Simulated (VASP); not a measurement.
Input of a VASP 6.6.1 run:

File INCAR:

```
SYSTEM = Na2S
PREC = Accurate ; ENCUT = 500
EDIFF = 1E-6 ; ISMEAR = 0
SIGMA = 0.01 ; LREAL = .False.
LASPH = .True. ; NELM = 120
ALGO = Normal ; ISIF = 2
LWAVE = .False. ; LCHARG = .True.
GGA = PE ; LELF = .True.
LVHAR = .True. ; NBANDS = 17
GGA_COMPAT = .False.
```

File KPOINTS:

```
Automatic mesh
0
Gamma
  5 5 5
  0 0 0
```

The input POSCAR:

```
Na2S
1.0
    0.0000000000      3.3995258885      3.3995258885
    3.3995258885      0.0000000000      3.3995258885
    3.3995258885      3.3995258885      0.0000000000
Na S
2 1
Direct
    0.2500000000      0.2500000000      0.2500000000
    0.7500000000      0.7500000000      0.7500000000
    0.0000000000      0.0000000000      0.0000000000
```

Potentials or basis: VASP PAW PBE potentials, release 64 (Na_pv, S).

Launch:

```sh
$ cat potpaw_PBE.64/Na_pv/POTCAR potpaw_PBE.64/S/POTCAR > POTCAR
$ mpirun -np 1 vasp_std > vasp.out
```

Task: What does it give for the pressure?

Result: -2.4 GPa.

Task: What does it give for the band gap on the k mesh?

Result: 2.13 eV, direct.

PBE gaps usually lie below the measured ones, often by a third to a half.
